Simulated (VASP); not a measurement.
TlCl, 2 atoms in the cell. It takes space group Pm-3m (No. 221, cubic). Conventional cell: a = 3.918 Å, b = 3.918 Å, c = 3.918 Å, α = 90.00°, β = 90.00°, γ = 90.00°. Tl (site symmetry m-3m) has 8 Cl at 3.39 Å and 6 Tl at 3.92 Å within 4.5 Å. Cl (site symmetry m-3m) has 8 Tl at 3.39 Å and 6 Cl at 3.92 Å within 4.5 Å. 

```yaml
Program: VASP 6.6.1
Task: relaxation of cell and atoms
Functional: PBE
Dispersion: D4
Potentials_or_basis: VASP PAW PBE potentials, release 64 (Tl_d, Cl)
Cutoff: 500 eV
k_mesh: 6 × 6 × 6
Occupations: fermi-dirac, width 0.02 eV
Spin: no spin polarisation
Dipole_correction: no
Further_INCAR_settings: ALGO = Normal; EDIFF = 1e-07; IBRION = 2; EDIFFG = -0.005; NSW = 80; ISIF = 3
```

Potentials or basis: VASP PAW PBE potentials, release 64 (Tl_d, Cl).

Command:

```console
$ cat potpaw_PBE.64/Tl_d/POTCAR potpaw_PBE.64/Cl/POTCAR > POTCAR
$ mpirun -np 1 vasp_std > vasp.out
```

Hardware: 1 thread of Intel(R) Xeon(R) 6975P-C (Granite Rapids), on a shared host.

**Question.** Estimate the wall time of this run.

**Answer.** Run time: 47 s on 1 thread of Intel(R) Xeon(R) 6975P-C (Granite Rapids), on a shared host, peak memory 0.18 GiB. Counts: scf iterations 85, k points 20, ion steps 9.
